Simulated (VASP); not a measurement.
# BeB (P-6m2) in VASP: single point with PBE

Aim: the single point of BeB with PBE.

Program: VASP 6.6.1. These are calculated values, not measurements. Logs are shortened: lines on timing, memory, paths and dates and some standing lists are left out, and cuts for length are marked.

### Step 1. The cell of the first run

It takes space group P-6m2 (No. 187, hexagonal). The conventional cell has a = 3.118 Å, b = 3.118 Å, c = 1.828 Å, α = 90.00°, β = 90.00°, γ = 120.00°. Be (site symmetry -6m2) has 2 Be at 1.83 Å and 6 B at 2.02 Å within 2.4 Å. Within 2.4 Å of B (site symmetry -6m2) lie 2 B at 1.83 Å and 6 Be at 2.02 Å.

### Step 2. Single point, PBE

INCAR reads:

```
ALGO     = Normal         # electronic algorithm
EDIFF    = 1E-6           # SCF threshold, eV
ENCUT    = 520            # plane-wave cutoff, eV
GGA      = PE             # functional
ISIF     = 2              # what is computed and relaxed
ISMEAR   = 0              # smearing method
LASPH    = T              # aspherical terms in the spheres
LCHARG   = F              # write CHGCAR
LREAL    = F              # projectors in reciprocal space
LWAVE    = F              # write WAVECAR
NBANDS   = 10             # bands
NELM     = 100            # most SCF steps
PREC     = Accurate       # precision mode
SIGMA    = 0.1            # smearing width, eV
```

KPOINTS reads:

```
k-points
0
Gamma
  24 24 30
```

POSCAR reads:

```
BeB
1.0
    3.1183739742      0.0000000000      0.0000000000
   -1.5591869871      2.7005910802      0.0000000000
    0.0000000000      0.0000000000      1.8278047003
Be B
1 1
Direct
    0.0000000000      0.0000000000      0.0000000000
    0.6666666667      0.3333333333      0.5000000000
```

Potentials or basis: VASP PAW PBE potentials, release 64 (Be, B).

Run with:

```
> cat potpaw_PBE.64/Be/POTCAR potpaw_PBE.64/B/POTCAR > POTCAR
> mpirun -np 1 vasp_std > vasp.out
```

OUTCAR:

```text
EDIFF = 1E-6
   ENCUT = 520
   GGA = PE
   ISIF = 2
   ISMEAR = 0
   LASPH = T
   LREAL = F
   NELM = 100
   PREC = Accurate

 ion  position               nearest neighbor table
   1  0.000  0.000  0.000-   2 2.02   2 2.02   2 2.02   2 2.02   2 2.02   2 2.02
   2  0.667  0.333  0.500-   1 2.02   1 2.02   1 2.02   1 2.02   1 2.02   1 2.02

  LATTYP: Found a hexagonal cell.
 ALAT       =     3.1183739742
 C/A-ratio  =     0.5861403140

  Lattice vectors:

 A1 = (   3.1183739742,   0.0000000000,   0.0000000000)
 A2 = (  -1.5591869871,   2.7005910802,   0.0000000000)
 A3 = (   0.0000000000,   0.0000000000,   1.8278047003)

Analysis of symmetry for initial positions (statically):
=====================================================================
 Subroutine PRICEL returns:
 Original cell was already a primitive cell.

 Routine SETGRP: Setting up the symmetry group for a
 hexagonal supercell.

 Subroutine GETGRP returns: Found 12 space group operations
 (whereof 12 operations were pure point group operations)
 out of a pool of 24 trial point group operations.

The static configuration has the point symmetry D_3h.

Analysis of symmetry for dynamics (positions and initial velocities):
=====================================================================
 Subroutine PRICEL returns:
 Original cell was already a primitive cell.

 Routine SETGRP: Setting up the symmetry group for a
 hexagonal supercell.

 Subroutine GETGRP returns: Found 12 space group operations
 (whereof 12 operations were pure point group operations)
 out of a pool of 24 trial point group operations.

The dynamic configuration has the point symmetry D_3h.

 Subroutine INISYM returns: Found 12 space group operations
 (whereof 12 operations are pure point group operations),
 and found     1 'primitive' translations

----------------------------------------------------------------------------------------

                                     Primitive cell

  volume of cell :      15.3928

  direct lattice vectors                    reciprocal lattice vectors
     3.118373974  0.000000000  0.000000000     0.320679947  0.185144654  0.000000000
    -1.559186987  2.700591080  0.000000000     0.000000000  0.370289307  0.000000000
     0.000000000  0.000000000  1.827804700     0.000000000  0.000000000  0.547104403

[... 82 lines left out ...]
   NELM   =    100;   NELMIN=  2; NELMDL= -5     # of ELM steps
   EDIFF  = 0.1E-05   stopping-criterion for ELM
   LREAL  =      F    real-space projection
   EDIFFG = 0.1E-04   stopping-criterion for IOM
   NSW    =      0    number of steps for IOM
   IBRION =     -1    ionic relax: 0-MD 1-quasi-New 2-CG
   NFREE  =      0    steps in history (QN), initial steepest desc. (CG)
   ISIF   =      2    stress and relaxation
   ISYM   =      2    0-nonsym 1-usesym 2-fastsym
   POTIM  = 0.5000    time-step for ionic-motion
   TEBEG  =    0.0;   TEEND  =   0.0 temperature during run
   PSTRESS=    0.0 pullay stress
   NELECT =       5.0000    total number of electrons
   NUPDOWN=      -1.0000    fix difference up-down
   EMIN   =  10.00;   EMAX   =-10.00  energy-range for DOS
   EFERMI =   0.00;   METHOD = LEGACY
   ISMEAR =     0;   SIGMA  =   0.10  broadening in eV -4-tet -1-fermi 0-gaus
   EFERMI_NEDOS =   21; number of points for ismear=-14 and -15
   IALGO  =     38    algorithm
   IMIX   =      4    mixing-type and parameters
     AMIX     =   0.40;   BMIX     =  1.00
     AMIX_MAG =   1.60;   BMIX_MAG =  1.00
  volume/ion in A,a.u.               =       7.70        51.94
  Fermi-wavevector in a.u.,A,eV,Ry     =   1.125363  2.126627 17.230982  1.266441
  Thomas-Fermi vector in A             =   2.262039
   LORBIT       =      0    0 simple, 1 ext, 2 COOP (PROOUT), +10 PAW based schemes
   GGA     = PE    functional components
   LHFCALC =     F    Hartree Fock is set to
   AEXX    =    0.0000 exact exchange contribution
   IVDW    =     0    specifies the selected vdW correction
   LEPSILON=     F    determine dielectric tensor
   LRPA    =     F    only Hartree local field effects (RPA)
 non-spin polarized calculation
 Gauss-broadening in eV      SIGMA  =   0.10
  energy-cutoff  :      520.00
  volume of cell :       15.39
 maximum number of plane-waves:       428
 NGX is ok and might be reduce to    24
   NGX = 11   NGY = 11   NGZ =  7

 number of electron       5.0000000 magnetization

 Free energy of the ion-electron system (eV)
  ---------------------------------------------------
  ext. energy  EPLUGINS =         0.00000000
  ---------------------------------------------------
  free energy    TOTEN  =       -10.12890129 eV

  energy without entropy =      -10.12771886  energy(sigma->0) =      -10.12831007

 E-fermi :   5.4725     XC(G=0): -10.9951

 val. band max:        5.4686802435   @ k =   0.1667   0.1667   0.2667
 cond. band min:       5.4744199700   @ k =   0.1667   0.0000   0.3333
 fundamental gap:      0.0057397265
 Fermi energy:         5.4725025644

 k-point     1 :       0.0000    0.0000    0.0000
  band No.  band energies     occupation
      1      -7.1168      2.00000
      2       5.0448      2.00000
      3       5.0448      2.00000
      4      11.8215      0.00000
      5      11.8215      0.00000
      6      13.1903      0.00000
      7      19.4857      0.00000
      8      23.1318      0.00000
      9      33.7417      0.00000
     10      37.3416      0.00000
[... 287 lines left out ...]
 k-point    24 :       0.4583    0.0417    0.0000
  band No.  band energies     occupation
      1      -4.4803      2.00000
      2      -1.6687      2.00000
      3       2.5870      2.00000
      4      10.4486      0.00000
      5      20.3747      0.00000
      6      21.3949      0.00000
      7      23.9294      0.00000
      8      24.0668      0.00000
      9      27.6205      0.00000
     10      31.7746      0.00000

 [... further k-points ...]
[... 5 lines left out ...]
  --------------------------------------------------------------------------------------
  -------------------------------------------------------------------------------------
  Total        0.0141849      0.0141849      0.0144530      0.0000000      0.0000000      0.0000000
  in kB        1.4764503      1.4764503      1.5043633      0.0000000      0.0000000      0.0000000
  external PRESSURE =       1.4857546 kB  Pullay stress =       0.0000000 kB

 VOLUME and BASIS-vectors are now :
 -----------------------------------------------------------------------------
  energy-cutoff  :      520.00
  volume of cell :       15.39
      direct lattice vectors                 reciprocal lattice vectors
     3.118373974  0.000000000  0.000000000     0.320679947  0.185144654  0.000000000
    -1.559186987  2.700591080  0.000000000     0.000000000  0.370289307  0.000000000
     0.000000000  0.000000000  1.827804700     0.000000000  0.000000000  0.547104403

 POSITION                                       TOTAL-FORCE (eV/Angst)
 -----------------------------------------------------------------------------------
      0.00000      0.00000      0.00000         0.000000     -0.000000      0.000000
      1.55919      0.90020      0.91390        -0.000000      0.000000      0.000000
 -----------------------------------------------------------------------------------
    total drift:                               -0.000000      0.000000      0.000000

  FREE ENERGIE OF THE ION-ELECTRON SYSTEM (eV)
  ---------------------------------------------------
  free  energy   TOTEN  =       -10.1289012917 eV

  energy  without entropy=      -10.1277188573  energy(sigma->0) =      -10.12831007
```

OSZICAR:

```text
N       E                     dE             d eps       ncg     rms          rms(c)
DAV:   1    -0.442013426375E-01   -0.44201E-01   -0.23557E+03 19888   0.385E+02
DAV:   2    -0.102982664223E+02   -0.10254E+02   -0.99555E+01 26248   0.833E+01
DAV:   3    -0.104402330628E+02   -0.14197E+00   -0.14157E+00 23104   0.722E+00
DAV:   4    -0.104404028227E+02   -0.16976E-03   -0.16975E-03 22338   0.283E-01
DAV:   5    -0.104404029510E+02   -0.12829E-06   -0.12851E-06 22414   0.856E-03    0.284E+00
DAV:   6    -0.102158125277E+02    0.22459E+00   -0.11465E-01 21576   0.177E+00    0.166E+00
DAV:   7    -0.101282761854E+02    0.87536E-01   -0.14921E-01 21998   0.186E+00    0.173E-01
DAV:   8    -0.101288327688E+02   -0.55658E-03   -0.12879E-03 22084   0.255E-01    0.527E-02
DAV:   9    -0.101288991286E+02   -0.66360E-04   -0.12965E-04 21596   0.656E-02    0.127E-02
DAV:  10    -0.101289006036E+02   -0.14750E-05   -0.92689E-07 22590   0.726E-03    0.333E-03
DAV:  11    -0.101289012917E+02   -0.68812E-06   -0.61929E-07 21300   0.486E-03
   1 F= -.10128901E+02 E0= -.10128310E+02  d E =-.118243E-02
```

stdout:

```text
POSCAR found type information on POSCAR BeB
 POSCAR found :  2 types and       2 ions
 scaLAPACK will be used
 LDA part: xc-table for (Slater+PW92), standard interpolation
 POSCAR, INCAR and KPOINTS ok, starting setup
 FFT: planning ... GRIDC
 FFT: planning ... GRID_SOFT
 FFT: planning ... GRID
 WAVECAR not read
 entering main loop
```

Wall time 57 s (1 thread of Intel Xeon Platinum 8488C (Sapphire Rapids), shared host); peak memory 0.25 GiB.

Results:

```yaml
Free_energy: -10.1289 eV
Pressure: 0.1 GPa
```

Levels at points of the mesh, in eV from the Fermi level:
```
           k point  band 1  band 2  band 3  band 4  band 5  band 6
(0.00, 0.00, 0.00)  -12.59   -0.43   -0.43    6.35    6.35    7.72
(0.50, 0.00, 0.00)   -9.94   -7.20   -2.78    4.81   15.20   15.94
(0.00, 0.00, 0.50)   -4.96   -4.32    7.47    7.47   11.91   11.91
(0.50, 0.00, 0.50)   -4.10   -2.13    2.20    6.06    6.48    9.57
```
